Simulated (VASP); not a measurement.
Set up this calculation in VASP 6.6.1, as the native input.

* Task: single point
* Functional: PBE
* Potentials or basis: VASP PAW PBE potentials, release 64 (Ca_sv, O)
* Cutoff: 520 eV
* k mesh: 8 × 8 × 8
* Occupations: gaussian, width 0.02 eV
* Spin: no spin polarisation
* Dipole correction: no
* Further INCAR settings: ALGO = Normal; EDIFF = 1e-07; NBANDS = 15

The structure of CaO lies in POSCAR:

```
CaO
1.0
    0.0000000000      2.4624220443      2.4624220443
    2.4624220443      0.0000000000      2.4624220443
    2.4624220443      2.4624220443      0.0000000000
Ca O
1 1
Direct
    0.0000000000      0.0000000000      0.0000000000
    0.5000000000      0.5000000000      0.5000000000
```

This cell differs from its parent crystal: volume scaled by 1.06.

One way to write it, as run:

INCAR

```
SYSTEM = CaO
PREC = Accurate
ENCUT = 520
EDIFF = 1E-7
ISMEAR = 0
SIGMA = 0.02
LREAL = .False.
LASPH = .True.
NELM = 80
ALGO = Normal
ISIF = 2
LWAVE = .False.
LCHARG = .False.
GGA = PE
NBANDS = 15
```

KPOINTS

```
Automatic mesh
0
Gamma
  8 8 8
  0 0 0
```

Potentials or basis: VASP PAW PBE potentials, release 64 (Ca_sv, O).

The run is started by

```sh
$ cat potpaw_PBE.64/Ca_sv/POTCAR potpaw_PBE.64/O/POTCAR > POTCAR
$ mpirun -np 1 vasp_std > vasp.out
```

It gave:

| Quantity | Value |
| --- | --- |
| Pressure | -5.0 GPa |
| Band gap on the k mesh | 3.64 eV, indirect (least direct gap 4.03 eV) |

Wall time 16 s on 1 thread of AMD EPYC 9R45 (Zen 5) (shared host), peak memory 0.13 GiB.
